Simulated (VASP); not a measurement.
# LiGa (Fd-3m) in VASP: further runs, part 2 of 2

VASP 6.6.1. The steps go on from the part before.

### Step 3. Single point, LDA

This run uses another cell than the first one, of 13.87 Å³/atom, 1.020 times its volume.

INCAR

```
PREC = Accurate ; ENCUT = 520
EDIFF = 1E-6 ; ISMEAR = -1
SIGMA = 0.15 ; LREAL = False
LASPH = True ; NELM = 80
ALGO = Fast ; ISIF = 2
LWAVE = False ; LCHARG = False
GGA = CA ; NBANDS = 24
```

KPOINTS

```
Automatic mesh
0
Gamma
  12 12 12
```

POSCAR

```
LiGa
1.0
    0.0000000000      3.0275137239      3.0275137239
    3.0275137239      0.0000000000      3.0275137239
    3.0275137239      3.0275137239      0.0000000000
Li Ga
2 2
Direct
    0.0000000000      0.0000000000      0.0000000000
    0.2500000000      0.2500000000      0.2500000000
    0.5000000000      0.5000000000      0.5000000000
    0.7500000000      0.7500000000      0.7500000000
```

Potentials or basis: VASP PAW LDA potentials, release 64 (Li_sv, Ga_d).

Command:

```console
$ cat potpaw_LDA.64/Li_sv/POTCAR potpaw_LDA.64/Ga_d/POTCAR > POTCAR
$ mpirun -np 1 vasp_std > vasp.out
```

OUTCAR:

```text
PREC = Accurate
   ENCUT = 520
   EDIFF = 1E-6
   ISMEAR = -1
   LREAL = False
   LASPH = True
   NELM = 80
   ISIF = 2
   GGA = CA

 ion  position               nearest neighbor table
   1  0.000  0.000  0.000-   4 2.62   4 2.62   4 2.62   4 2.62
   2  0.250  0.250  0.250-   3 2.62   3 2.62   3 2.62   3 2.62
   3  0.500  0.500  0.500-   2 2.62   2 2.62   2 2.62   2 2.62   4 2.62   4 2.62   4 2.62   4 2.62

   4  0.750  0.750  0.750-   3 2.62   3 2.62   3 2.62   1 2.62   3 2.62   1 2.62   1 2.62   1 2.62

[... 849 lines left out ...]
  Direction    XX          YY          ZZ          XY          YZ          ZX
  --------------------------------------------------------------------------------------
  -------------------------------------------------------------------------------------
  Total        0.0128042      0.0128042      0.0128042      0.0000000     -0.0000000      0.0000000
  in kB        0.3696373      0.3696373      0.3696373      0.0000000     -0.0000000      0.0000000
  external PRESSURE =       0.3696373 kB  Pullay stress =       0.0000000 kB

 VOLUME and BASIS-vectors are now :
 -----------------------------------------------------------------------------
  energy-cutoff  :      520.00
  volume of cell :       55.50
      direct lattice vectors                 reciprocal lattice vectors
     0.000000000  3.027513724  3.027513724    -0.165152018  0.165152018  0.165152018
     3.027513724  0.000000000  3.027513724     0.165152018 -0.165152018  0.165152018
     3.027513724  3.027513724  0.000000000     0.165152018  0.165152018 -0.165152018

 POSITION                                       TOTAL-FORCE (eV/Angst)
 -----------------------------------------------------------------------------------
      0.00000      0.00000      0.00000        -0.000000     -0.000000     -0.000000
      1.51376      1.51376      1.51376         0.000000      0.000000      0.000000
      3.02751      3.02751      3.02751        -0.000000     -0.000000      0.000000
      4.54127      4.54127      4.54127         0.000000      0.000000     -0.000000
 -----------------------------------------------------------------------------------
    total drift:                               -0.000000     -0.000000      0.000000

  FREE ENERGIE OF THE ION-ELECTRON SYSTEM (eV)
  ---------------------------------------------------
  free  energy   TOTEN  =       -12.8489853651 eV

  energy  without entropy=      -12.8101060997  energy(sigma->0) =      -12.82954573
```

OSZICAR:

```text
N       E                     dE             d eps       ncg     rms          rms(c)
DAV:   1     0.184079000084E+03    0.18408E+03   -0.14536E+04  3560   0.220E+03
DAV:   2     0.913231656859E+01   -0.17495E+03   -0.16716E+03  3672   0.437E+02
DAV:   3    -0.116522840331E+02   -0.20785E+02   -0.20506E+02  5312   0.109E+02
[... 11 lines left out ...]
RMM:  15    -0.128489783998E+02   -0.47777E-05   -0.43962E-05  5166   0.329E-02    0.173E-03
RMM:  16    -0.128489813049E+02   -0.29051E-05   -0.24499E-05  5012   0.251E-02    0.614E-04
RMM:  17    -0.128489832292E+02   -0.19244E-05   -0.18234E-05  4773   0.198E-02    0.120E-03
RMM:  18    -0.128489846533E+02   -0.14241E-05   -0.11411E-05  4619   0.158E-02    0.222E-03
RMM:  19    -0.128489853651E+02   -0.71183E-06   -0.92352E-06  4371   0.134E-02
   1 F= -.12848985E+02 E0= -.12829546E+02  d E =-.388793E-01
```

It took 2 min on 1 thread of Oxide Virtual Turin-like, shared host; peak memory 0.17 GiB.

Results:

| Item | Value |
| --- | --- |
| Free energy | -12.8490 eV |
| Band gap on the k mesh | zero (band 16 reaches 6.35 eV, above the bottom of band 17 at 5.96 eV) |

Caveat: the cutoff is under 1.25 times the usual one of these potentials, so pressure, stress and relaxed cells hold a basis-set (Pulay) error.

### Step 4. Single point, LDA (volume scaled by 1.02)

INCAR

```
  PREC = Accurate
  ENCUT = 520
  EDIFF = 1E-6
  ISMEAR = -1
  SIGMA = 0.15
  LREAL = False
  LASPH = True
  NELM = 60
  ALGO = Fast
  ISIF = 2
  LWAVE = False
  LCHARG = True
  GGA = CA
  LELF = True
  LVHAR = True
  NBANDS = 24
```

KPOINTS

```
regular mesh
0
Gamma
  12 12 12
```

POSCAR

```
LiGa
1.0
    0.0000000000      3.0475640680      3.0475640680
    3.0475640680      0.0000000000      3.0475640680
    3.0475640680      3.0475640680      0.0000000000
Li Ga
2 2
Direct
    0.0000000000      0.0000000000      0.0000000000
    0.2500000000      0.2500000000      0.2500000000
    0.5000000000      0.5000000000      0.5000000000
    0.7500000000      0.7500000000      0.7500000000
```

Command:

```console
$ cat potpaw_LDA.64/Li_sv/POTCAR potpaw_LDA.64/Ga_d/POTCAR > POTCAR
$ mpirun -np 1 vasp_std > vasp.out
```

It took 2.5 min on 1 thread of Oxide Virtual Turin-like, shared host; peak memory 0.18 GiB.

Results (log left out):

| Quantity | Value |
| --- | --- |
| Free energy | -12.8463 eV |
| Band gap on the k mesh | zero (band 16 reaches 6.18 eV, above the bottom of band 17 at 5.72 eV) |

Levels at points of the mesh, in eV from the Fermi level:
| k point | band 14 | band 15 | band 16 | band 17 | band 18 | band 19 |
| --- | --- | --- | --- | --- | --- | --- |
| (0.00, 0.00, 0.00) | 0.56 | 0.56 | 0.56 | 0.83 | 1.07 | 1.07 |
| (0.50, 0.00, 0.00) | -6.41 | -1.02 | -1.02 | 0.10 | 0.94 | 0.94 |
| (0.50, 0.50, 0.00) | -7.37 | -3.37 | -3.37 | 0.14 | 0.14 | 7.71 |

Caveat: the cell differs from its parent crystal (volume scaled by 1.02); the cutoff is under 1.25 times the usual one of these potentials, so pressure, stress and relaxed cells hold a basis-set (Pulay) error.

### Step 5. Relaxation of cell and atoms, LDA

This run uses another cell than the first one, of 13.84 Å³/atom, 1.018 times its volume.

INCAR

```
PREC     = Accurate       # precision mode
ENCUT    = 600            # plane-wave cutoff, eV
EDIFF    = 1E-6           # SCF threshold, eV
ISMEAR   = -1             # smearing method
SIGMA    = 0.15           # smearing width, eV
LREAL    = False          # projectors in reciprocal space
LASPH    = True           # aspherical terms in the spheres
NELM     = 100            # most SCF steps
ALGO     = Normal         # electronic algorithm
ISIF     = 3              # what is computed and relaxed
LWAVE    = False          # write WAVECAR
LCHARG   = False          # write CHGCAR
IBRION   = 2              # ionic algorithm
NSW      = 80             # ionic steps
EDIFFG   = -0.001         # ionic threshold
```

KPOINTS

```
Automatic mesh
0
Gamma
  12 12 12
```

POSCAR

```
LiGa
1.0
    0.0000000000      3.0251411797      3.0251411797
    3.0251411797      0.0000000000      3.0251411797
    3.0251411797      3.0251411797      0.0000000000
Li Ga
2 2
Direct
    0.0000000000      0.0000000000      0.0000000000
    0.2500000000      0.2500000000      0.2500000000
    0.5000000000      0.5000000000      0.5000000000
    0.7500000000      0.7500000000      0.7500000000
```

Command:

```console
$ cat potpaw_LDA.64/Li_sv/POTCAR potpaw_LDA.64/Ga_d/POTCAR > POTCAR
$ mpirun -np 1 vasp_std > vasp.out
```

Wall time 3.7 min (1 thread of Oxide Virtual Turin-like, shared host); peak memory 0.2 GiB.

Results (log left out):

- Free energy: -12.8478 eV
- Relaxed volume: 13.87 Å³/atom
- Relaxed cell: a = 4.281 Å, b = 4.281 Å, c = 4.281 Å, α = 60.00°, β = 60.00°, γ = 60.00°
- Space group after relaxing (to 0.05 Å): Fd-3m (No. 227)
- Energy gained by relaxing: 0.0 meV/atom
- Ionic steps: 3
- Pressure after relaxing: 0.0 GPa
- Band gap on the k mesh: zero (band 16 reaches 6.35 eV, above the bottom of band 17 at 5.96 eV)

Final structure:
```
CELL_PARAMETERS angstrom
0.00000 3.02743 3.02743
3.02743 0.00000 3.02743
3.02743 3.02743 0.00000
ATOMIC_POSITIONS crystal
Li 0.00000 0.00000 0.00000
Li 0.25000 0.25000 0.25000
Ga 0.50000 0.50000 0.50000
Ga 0.75000 0.75000 0.75000
```

Levels at points of the mesh, in eV from the Fermi level:
```tsv
k point	band 14	band 15	band 16	band 17	band 18	band 19
(0.00, 0.00, 0.00)	0.54	0.54	0.54	0.96	1.04	1.04
(0.50, 0.00, 0.00)	-6.50	-1.06	-1.06	0.15	0.90	0.90
(0.50, 0.50, 0.00)	-7.46	-3.46	-3.46	0.15	0.15	7.80
```

Caveat: the cutoff is under 1.25 times the usual one of these potentials, so pressure, stress and relaxed cells hold a basis-set (Pulay) error.

### Step 6. Summary

```tsv
task	cell	cutoff (eV)	gap on the mesh (eV)
single point	a = 4.253 Å, angles 60.0°, 4 atoms	520	none
single point	a = 4.282 Å, angles 60.0°, 4 atoms	520	none
single point	a = 4.310 Å, angles 60.0°, 4 atoms	520	none
relaxation of cell and atoms	relaxed from a = 4.278 Å, angles 60.0°, 4 atoms	600	none
```

Alike in all rows: level LDA; potentials or basis VASP PAW LDA potentials, release 64 (Li_sv, Ga_d); no spin polarisation; k mesh 12 × 12 × 12; smearing fermi-dirac 0.15 eV.

Caveats: the cutoff is under 1.25 times the usual one of these potentials, so pressure, stress and relaxed cells hold a basis-set (Pulay) error.

Absolute energies hang on the potentials; compare differences alone.
